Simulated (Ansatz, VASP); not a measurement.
# Al3BP4 in VASP and in Ansatz

The input INCAR:

```
PREC = Accurate
ENCUT = 520
EDIFF = 1E-6
ISMEAR = 0
SIGMA = 0.1
LREAL = False
LASPH = True
NELM = 100
ALGO = Normal
ISIF = 2
LWAVE = False
LCHARG = False
GGA = PE
NBANDS = 26
```

File KPOINTS:

```
Automatic mesh
0
Gamma
  4 4 4
```

The input POSCAR:

```
Al3BP4
1.0
    5.2803183874      0.0000000000      0.0000000000
    0.0000000000      5.2803183874      0.0000000000
   -2.6401591937     -2.6401591937      5.2427370103
Al B P
3 1 4
Direct
    0.2500000000      0.7500000000      0.5000000000
    0.5000000000      0.5000000000      0.0000000000
    0.7500000000      0.2500000000      0.5000000000
    0.0000000000      0.0000000000      1.0000000000
    0.1046560477      0.1046560477      0.7720066160
    0.3326494317      0.8953439523      0.2279933840
    0.6673505683      0.6673505683      0.7720066160
    0.8953439523      0.3326494317      0.2279933840
```

Input for Ansatz:

```yaml
crystal:
  lattice:
    - [5.2803183874, 0.0, 0.0]
    - [0.0, 5.2803183874, 0.0]
    - [-2.6401591937, -2.6401591937, 5.2427370103]
  atoms:
    - { symbol: Al, position: [0.25, 0.75, 0.5] }
    - { symbol: Al, position: [0.5, 0.5, 0.0] }
    - { symbol: Al, position: [0.75, 0.25, 0.5] }
    - { symbol: B, position: [0.0, 0.0, 1.0] }
    - { symbol: P, position: [0.1046560477, 0.1046560477, 0.772006616] }
    - { symbol: P, position: [0.3326494317, 0.8953439523, 0.227993384] }
    - { symbol: P, position: [0.6673505683, 0.6673505683, 0.772006616] }
    - { symbol: P, position: [0.8953439523, 0.3326494317, 0.227993384] }
basis:
  ecutwfc: 420
kpoints:
  mp_grid: { grid: [4, 4, 4] }
hamiltonian:
  xc: pbe
scf:
  occupations: { method: gaussian, width: 0.1 }
  lower_state_search: "off"
output:
  forces: true
  stress: true
  eigenvalues: true
```

Alike in both runs: task single point; functional PBE; k mesh 4 × 4 × 4; occupations gaussian, width 0.1 eV; no spin polarisation.

|  | VASP | Ansatz |
| --- | --- | --- |
| version | VASP 6.6.1 | Ansatz 0.2.0 |
| potentials or method | VASP PAW PBE potentials, release 64 (Al, B, P), cutoff 520 eV | scalar-relativistic, plane waves, PAW |
| valence electrons in the cell | 32 | 32 |

|  | VASP | Ansatz | Ansatz less VASP |
| --- | --- | --- | --- |
| gap on the k mesh at the Fermi level (eV) | 1.14 | 1.14 | +0.002 |
| least direct gap on the mesh (eV) | 1.14 | 1.14 | +0.002 |
| pressure (GPa) | -0.1 | 0.0 | +0.12 |
| traceless stress, the component that is largest in VASP (GPa) | -0.06 | -0.07 | -0.002 |
